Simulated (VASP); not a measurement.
# BeRhS3 (Pm-3m) in VASP: a series of runs

The runs below take BeRhS3 through relaxation of cell and atoms, with PBE.

Program: VASP 6.6.1. These are calculated values, not measurements. Logs are shortened: lines on timing, memory, paths and dates and some standing lists are left out, and cuts for length are marked.

### 1 The cell of the first run

Symmetry: Pm-3m, No. 221, cubic system. The conventional cell has a = 4.224 Å, b = 4.224 Å, c = 4.224 Å, α = 90.00°, β = 90.00°, γ = 90.00°. Within 2.8 Å of Be (site symmetry m-3m) lie 6 S at 2.11 Å. Within 3.9 Å of Rh (site symmetry m-3m) lie 12 S at 2.99 Å and 8 Be at 3.66 Å. S (site symmetry 4/mmm) has 2 Be at 2.11 Å within 2.8 Å.

The cell was built from a structure type or drawn by symmetry, and may not be a known phase.

### 2 Relaxation of cell and atoms, PBE

File INCAR:

```
PREC = Accurate
ENCUT = 600
EDIFF = 1E-7
ISMEAR = 0
SIGMA = 0.1
LREAL = F
LASPH = T
NELM = 60
ALGO = Normal
ISIF = 3
LWAVE = F
LCHARG = F
GGA = PE
IBRION = 2
NSW = 100
EDIFFG = -0.01
```

File KPOINTS:

```
Automatic mesh
0
Gamma
  10 10 10
```

File POSCAR:

```
BeRhS3
1.0
    4.2239370813      0.0000000000      0.0000000000
    0.0000000000      4.2239370813      0.0000000000
    0.0000000000      0.0000000000      4.2239370813
Be Rh S
1 1 3
Direct
    0.0000000000      0.0000000000      0.0000000000
    0.5000000000      0.5000000000      0.5000000000
    0.5000000000      0.0000000000      0.0000000000
    0.0000000000      0.5000000000      0.0000000000
    0.0000000000      0.0000000000      0.5000000000
```

Potentials or basis: VASP PAW PBE potentials, release 64 (Be, Rh_pv, S).

Command:

```console
$ cat potpaw_PBE.64/Be/POTCAR potpaw_PBE.64/Rh_pv/POTCAR potpaw_PBE.64/S/POTCAR > POTCAR
$ mpirun -np 1 vasp_std > vasp.out
```

OUTCAR:

```text
PREC = Accurate
   ENCUT = 600
   EDIFF = 1E-7
   ISMEAR = 0
   LREAL = F
   LASPH = T
   NELM = 60
   ISIF = 3
   GGA = PE
   IBRION = 2
   NSW = 100
   EDIFFG = -0.01

 ion  position               nearest neighbor table
   1  0.000  0.000  0.000-   3 2.11   4 2.11   5 2.11   5 2.11   4 2.11   3 2.11
   2  0.500  0.500  0.500-   3 2.99   4 2.99   5 2.99   3 2.99   4 2.99   3 2.99   5 2.99   3 2.99
                             4 2.99   5 2.99   4 2.99   5 2.99
   3  0.500  0.000  0.000-   1 2.11   1 2.11   2 2.99   2 2.99   2 2.99   2 2.99
   4  0.000  0.500  0.000-   1 2.11   1 2.11   2 2.99   2 2.99   2 2.99   2 2.99
   5  0.000  0.000  0.500-   1 2.11   1 2.11   2 2.99   2 2.99   2 2.99   2 2.99

  LATTYP: Found a simple cubic cell.
 ALAT       =     4.2239370813

  Lattice vectors:

 A1 = (   4.2239370813,   0.0000000000,   0.0000000000)
 A2 = (   0.0000000000,   4.2239370813,   0.0000000000)
 A3 = (   0.0000000000,   0.0000000000,   4.2239370813)

Analysis of symmetry for initial positions (statically):
=====================================================================
 Subroutine PRICEL returns:
 Original cell was already a primitive cell.

 Routine SETGRP: Setting up the symmetry group for a
 simple cubic supercell.

 Subroutine GETGRP returns: Found 48 space group operations
 (whereof 48 operations were pure point group operations)
 out of a pool of 48 trial point group operations.

The static configuration has the point symmetry O_h .

Analysis of symmetry for dynamics (positions and initial velocities):
=====================================================================
 Subroutine PRICEL returns:
 Original cell was already a primitive cell.

 Routine SETGRP: Setting up the symmetry group for a
 simple cubic supercell.

 Subroutine GETGRP returns: Found 48 space group operations
 (whereof 48 operations were pure point group operations)
 out of a pool of 48 trial point group operations.

The dynamic configuration has the point symmetry O_h .

 Subroutine INISYM returns: Found 48 space group operations
 (whereof 48 operations are pure point group operations),
 and found     1 'primitive' translations

----------------------------------------------------------------------------------------

                                     Primitive cell

  volume of cell :      75.3620

  direct lattice vectors                    reciprocal lattice vectors
     4.223937081  0.000000000  0.000000000     0.236745951  0.000000000  0.000000000
     0.000000000  4.223937081  0.000000000     0.000000000  0.236745951  0.000000000
     0.000000000  0.000000000  4.223937081     0.000000000  0.000000000  0.236745951

  length of vectors
     4.223937081  4.223937081  4.223937081     0.236745951  0.236745951  0.236745951

  position of ions in fractional coordinates (direct lattice)
     0.000000000  0.000000000  0.000000000
     0.500000000  0.500000000  0.500000000
     0.500000000  0.000000000  0.000000000
     0.000000000  0.500000000  0.000000000
     0.000000000  0.000000000  0.500000000

  ion indices of the primitive-cell ions
   primitive index   ion index
                 1           1
                 2           2
                 3           3
                 4           4
                 5           5

----------------------------------------------------------------------------------------

 KPOINTS: Automatic mesh

Automatic generation of k-mesh.
 Grid dimensions read from file:
 generate k-points for:   10   10   10

 Generating k-lattice:

  Cartesian coordinates                     Fractional coordinates (reciprocal lattice)
     0.023674595  0.000000000  0.000000000     0.100000000  0.000000000  0.000000000
     0.000000000  0.023674595  0.000000000     0.000000000  0.100000000  0.000000000
     0.000000000  0.000000000  0.023674595     0.000000000  0.000000000  0.100000000

  Length of vectors
     0.023674595  0.023674595  0.023674595

  Shift w.r.t. Gamma in fractional coordinates (k-lattice)
     0.000000000  0.000000000  0.000000000

 Subroutine IBZKPT returns following result:
 ===========================================

 Found     56 irreducible k-points:

 Following reciprocal coordinates:
            Coordinates               Weight
  0.000000  0.000000  0.000000      1.000000
  0.100000  0.000000  0.000000      6.000000
  0.200000  0.000000  0.000000      6.000000
  0.300000  0.000000  0.000000      6.000000
  0.400000  0.000000  0.000000      6.000000
  0.500000  0.000000  0.000000      3.000000
[... 16 lines left out ...]
  0.200000  0.100000  0.100000     24.000000
  0.300000  0.100000  0.100000     24.000000
 [... further k-points ...]
   k-points           NKPTS =     56   k-points in BZ     NKDIM =     56   number of bands    NBANDS=     21
   number of dos      NEDOS =    301   number of ions     NIONS =      5
   total plane-waves  NPLWV =  46656
   dimension x,y,z NGX =    36 NGY =   36 NGZ =   36
   dimension x,y,z NGXF=    72 NGYF=   72 NGZF=   72
   ions per type =               1   1   3
   NGX,Y,Z   is equivalent  to a cutoff of  14.17, 14.17, 14.17 a.u.
   NGXF,Y,Z  is equivalent  to a cutoff of  28.34, 28.34, 28.34 a.u.
 SYSTEM =  unknown system
   PREC   = accura    normal or accurate (medium, high low for compatibility)
   ISTART =      0    job   : 0-new  1-cont  2-samecut
   ICHARG =      2    charge: 1-file 2-atom 10-const
   ISPIN  =      1    spin polarized calculation?
   LNONCOLLINEAR =      F non collinear calculations
   LSORBIT =      F    spin-orbit coupling
   LASPH  =      T    aspherical Exc in radial PAW
   ENCUT  =  600.0 eV  44.10 Ry    6.64 a.u.   8.44  8.44  8.44*2*pi/ulx,y,z
   NELM   =     60;   NELMIN=  2; NELMDL= -5     # of ELM steps
   EDIFF  = 0.1E-06   stopping-criterion for ELM
   LREAL  =      F    real-space projection
   EDIFFG = -.1E-01   stopping-criterion for IOM
   NSW    =    100    number of steps for IOM
   IBRION =      2    ionic relax: 0-MD 1-quasi-New 2-CG
   NFREE  =      1    steps in history (QN), initial steepest desc. (CG)
   ISIF   =      3    stress and relaxation
   ISYM   =      2    0-nonsym 1-usesym 2-fastsym
   POTIM  = 0.5000    time-step for ionic-motion
   TEBEG  =    0.0;   TEEND  =   0.0 temperature during run
   PSTRESS=    0.0 pullay stress
   NELECT =      35.0000    total number of electrons
   NUPDOWN=      -1.0000    fix difference up-down
   EMIN   =  10.00;   EMAX   =-10.00  energy-range for DOS
   EFERMI =   0.00;   METHOD = LEGACY
   ISMEAR =     0;   SIGMA  =   0.10  broadening in eV -4-tet -1-fermi 0-gaus
   EFERMI_NEDOS =   21; number of points for ismear=-14 and -15
   IALGO  =     38    algorithm
   IMIX   =      4    mixing-type and parameters
     AMIX     =   0.40;   BMIX     =  1.00
     AMIX_MAG =   1.60;   BMIX_MAG =  1.00
  volume/ion in A,a.u.               =      15.07       101.71
  Fermi-wavevector in a.u.,A,eV,Ry     =   1.267788  2.395772 21.868470  1.607287
  Thomas-Fermi vector in A             =   2.400918
   LORBIT       =      0    0 simple, 1 ext, 2 COOP (PROOUT), +10 PAW based schemes
   GGA     = PE    functional components
   LHFCALC =     F    Hartree Fock is set to
   AEXX    =    0.0000 exact exchange contribution
   IVDW    =     0    specifies the selected vdW correction
   LEPSILON=     F    determine dielectric tensor
   LRPA    =     F    only Hartree local field effects (RPA)
 conjugate gradient relaxation of ions
 non-spin polarized calculation
 Gauss-broadening in eV      SIGMA  =   0.10
  energy-cutoff  :      600.00
  volume of cell :       75.36
 maximum number of plane-waves:      2539
 NGX is ok and might be reduce to    36
   NGX = 17   NGY = 17   NGZ = 17

 number of electron      34.9999993 magnetization

 Free energy of the ion-electron system (eV)
  ---------------------------------------------------
  ext. energy  EPLUGINS =         0.00000000
  ---------------------------------------------------
  free energy    TOTEN  =       -20.69316493 eV

  energy without entropy =      -20.67434906  energy(sigma->0) =      -20.68375700

 E-fermi :   7.0955     XC(G=0): -11.1298

 val. band max:        7.0954460696   @ k =   0.3000   0.1000   0.0000
 cond. band min:       7.1144206736   @ k =   0.3000   0.3000   0.1000
 fundamental gap:      0.0189746041
 Fermi energy:         7.0955364616

 k-point     1 :       0.0000    0.0000    0.0000
  band No.  band energies     occupation
      1     -38.7259      2.00000
      2     -38.7259      2.00000
      3     -38.7259      2.00000
      4      -8.4241      2.00000
      5      -4.4052      2.00000
      6      -4.4052      2.00000
[... 13 lines left out ...]
     20       6.7553      2.00000
     21       7.0397      1.57015

 k-point     2 :       0.1000    0.0000    0.0000
  band No.  band energies     occupation
      1     -38.7261      2.00000
      2     -38.7259      2.00000
      3     -38.7259      2.00000
      4      -8.3669      2.00000
      5      -4.5782      2.00000
      6      -4.3907      2.00000
[... 13 lines left out ...]
     20       6.6828      2.00000
     21       7.2766      0.01044

 k-point     3 :       0.2000    0.0000    0.0000
  band No.  band energies     occupation
      1     -38.7264      2.00000
      2     -38.7258      2.00000
      3     -38.7258      2.00000
      4      -8.1987      2.00000
      5      -5.0170      2.00000
      6      -4.3523      2.00000
[... 13 lines left out ...]
     20       6.9513      1.95861
     21       7.8179      0.00000
[... 457 lines left out ...]
 k-point    23 :       0.2000    0.1000    0.1000
  band No.  band energies     occupation
      1     -38.7264      2.00000
      2     -38.7260      2.00000
      3     -38.7260      2.00000
      4      -8.0877      2.00000
      5      -5.0294      2.00000
      6      -4.5910      2.00000
[... 13 lines left out ...]
     20       7.3990      0.00002
     21       8.2286      0.00000

 k-point    24 :       0.3000    0.1000    0.1000
  band No.  band energies     occupation
      1     -38.7269      2.00000
      2     -38.7260      2.00000
      3     -38.7260      2.00000
      4      -7.8260      2.00000
      5      -5.5482      2.00000
      6      -4.5425      2.00000
[... 13 lines left out ...]
     20       7.7369      0.00000
     21       9.0520      0.00000

 [... further k-points ...]

------------------------ aborting loop because EDIFF is reached ----------------------------------------

  FORCE on cell =-STRESS in cart. coord.  units (eV):
  Direction    XX          YY          ZZ          XY          YZ          ZX
  --------------------------------------------------------------------------------------
  -------------------------------------------------------------------------------------
  Total       -0.0442011     -0.0442011     -0.0442011     -0.0000000     -0.0000000      0.0000000
  in kB       -0.9397046     -0.9397046     -0.9397046     -0.0000000     -0.0000000      0.0000000
  external PRESSURE =      -0.9397046 kB  Pullay stress =       0.0000000 kB

 VOLUME and BASIS-vectors are now :
 -----------------------------------------------------------------------------
  energy-cutoff  :      600.00
  volume of cell :       75.36
      direct lattice vectors                 reciprocal lattice vectors
     4.223937081  0.000000000  0.000000000     0.236745951  0.000000000  0.000000000
     0.000000000  4.223937081  0.000000000     0.000000000  0.236745951  0.000000000
     0.000000000  0.000000000  4.223937081     0.000000000  0.000000000  0.236745951

 POSITION                                       TOTAL-FORCE (eV/Angst)
 -----------------------------------------------------------------------------------
      0.00000      0.00000      0.00000         0.000000      0.000000      0.000000
      2.11197      2.11197      2.11197         0.000000      0.000000      0.000000
      2.11197      0.00000      0.00000         0.000000      0.000000      0.000000
      0.00000      2.11197      0.00000         0.000000      0.000000      0.000000
      0.00000      0.00000      2.11197         0.000000      0.000000      0.000000
 -----------------------------------------------------------------------------------
    total drift:                                0.000000      0.000000      0.000000

  FREE ENERGIE OF THE ION-ELECTRON SYSTEM (eV)
  ---------------------------------------------------
  free  energy   TOTEN  =       -20.6931649309 eV

  energy  without entropy=      -20.6743490639  energy(sigma->0) =      -20.68375700

 reached required accuracy - stopping structural energy minimisation
```

It took 48 s on 1 thread of Intel Xeon 6975P-C (Granite Rapids), shared host; peak memory 0.27 GiB.

Results:

- Free energy: -20.6932 eV
- Pressure after relaxing: -0.1 GPa

Final structure:
```yaml
crystal:
  lattice:
    - [4.22394, 0.00000, 0.00000]
    - [0.00000, 4.22394, 0.00000]
    - [0.00000, 0.00000, 4.22394]
  atoms:
    - { symbol: Be, position: [0.00000, 0.00000, 0.00000] }
    - { symbol: Rh, position: [0.50000, 0.50000, 0.50000] }
    - { symbol: S, position: [0.50000, 0.00000, 0.00000] }
    - { symbol: S, position: [0.00000, 0.50000, 0.00000] }
    - { symbol: S, position: [0.00000, 0.00000, 0.50000] }
```

Caveat: the relaxation stopped at its first step, so nothing moved; the highest band is partly filled, so the run has too few bands.

### 3 Relaxation of cell and atoms, PBE, collinear spin, ferromagnetic start

This run uses another cell than the first one, of 19.62 Å³/atom.

File INCAR:

```
PREC = Accurate
ENCUT = 600
EDIFF = 1E-6
ISMEAR = 0
SIGMA = 0.1
LREAL = False
LASPH = True
NELM = 150
ALGO = Normal
ISIF = 3
LWAVE = False
LCHARG = False
ISPIN = 2
MAGMOM = 0 1 0 0 0
LORBIT = 11
LMAXMIX = 4
GGA = PE
IBRION = 2
NSW = 90
EDIFFG = -0.04
```

File KPOINTS:

```
regular mesh
0
Gamma
  4 4 4
```

Edit POSCAR of step 2 so:

```diff
@@ -2,5 +2,5 @@
 1.0
-    4.2239370813      0.0000000000      0.0000000000
-    0.0000000000      4.2239370813      0.0000000000
-    0.0000000000      0.0000000000      4.2239370813
+    4.6120566800      0.0000000000      0.0000000000
+    0.0000000000      4.6120566800      0.0000000000
+    0.0000000000      0.0000000000      4.6120566800
 Be Rh S
```

Potentials or basis: VASP PAW PBE potentials, release 64 (Be, Rh_pv, S).

Command:

```console
$ cat potpaw_PBE.64/Be/POTCAR potpaw_PBE.64/Rh_pv/POTCAR potpaw_PBE.64/S/POTCAR > POTCAR
$ mpirun -np 1 vasp_std > vasp.out
```

It took 1.9 min on 1 thread of Intel Xeon 6975P-C (Granite Rapids), shared host; peak memory 0.31 GiB.

Results (log left out):

```
Free energy                                           : -20.6434 eV
Relaxed volume                                        : 15.09 Å³/atom
Relaxed cell                                          : a = 4.225 Å, b = 4.225 Å, c = 4.225 Å, α = 90.00°, β = 90.00°, γ = 90.00°
Space group after relaxing (to 0.1 Å)                 : Pm-3m (No. 221)
Energy gained by relaxing                             : 233.9 meV/atom
Ionic steps                                           : 3
Pressure after relaxing                               : -0.1 GPa
Net moment                                            : 0.00 μB per cell
Valence electrons inside the program's atomic spheres : Be 1.11; Rh 13.39; S 3.63
```

Step by step:
```
step  energy change (eV)  largest force (eV/Å)  pressure (GPa)  volume (Å³)
   1              0.0000                0.0000          -13.03        98.10
   2             -1.1582                0.0000           -1.96        77.14
   3             -1.1696                0.0000           -0.10        75.44
```

Final structure:
```cif
data_structure
_symmetry_space_group_name_H-M 'P 1'
_symmetry_Int_Tables_number 1
_cell_length_a 4.2254
_cell_length_b 4.2254
_cell_length_c 4.2254
_cell_angle_alpha 90.000
_cell_angle_beta 90.000
_cell_angle_gamma 90.000
_cell_volume 75.44
loop_
_atom_site_label
_atom_site_type_symbol
_atom_site_fract_x
_atom_site_fract_y
_atom_site_fract_z
_atom_site_occupancy
Be1 Be 0.00000 0.00000 0.00000 1
Rh1 Rh 0.50000 0.50000 0.50000 1
S1 S 0.50000 0.00000 0.00000 1
S2 S 0.00000 0.50000 0.00000 1
S3 S 0.00000 0.00000 0.50000 1
```

Levels at points of the mesh, in eV from the Fermi level:
Spin up:
| k point | band 14 | band 15 | band 16 | band 17 | band 18 | band 19 | band 20 | band 21 |
| --- | --- | --- | --- | --- | --- | --- | --- | --- |
| (0.00, 0.00, 0.00) | -1.56 | -1.25 | -1.25 | -1.25 | -0.38 | -0.38 | -0.38 | -0.08 |
| (0.50, 0.00, 0.00) | -1.95 | -1.95 | -1.49 | -1.21 | 0.59 | 0.84 | 0.84 | 3.82 |
| (0.50, 0.50, 0.00) | -1.45 | -1.12 | -1.11 | -0.12 | 0.42 | 0.42 | 1.47 | 4.81 |
| (0.50, 0.50, 0.50) | -1.13 | -1.13 | -0.01 | -0.01 | 0.41 | 0.96 | 0.96 | 0.96 |
Spin down:
```tsv
k point	band 14	band 15	band 16	band 17	band 18	band 19	band 20	band 21
(0.00, 0.00, 0.00)	-1.56	-1.25	-1.25	-1.25	-0.38	-0.38	-0.38	-0.08
(0.50, 0.00, 0.00)	-1.95	-1.95	-1.49	-1.21	0.59	0.84	0.84	3.82
(0.50, 0.50, 0.00)	-1.45	-1.12	-1.11	-0.12	0.42	0.42	1.47	4.81
(0.50, 0.50, 0.50)	-1.13	-1.13	-0.01	-0.01	0.41	0.96	0.96	0.96
```

Caveat: the volume moved by over 15 % at a fixed basis, so the end points are rough.
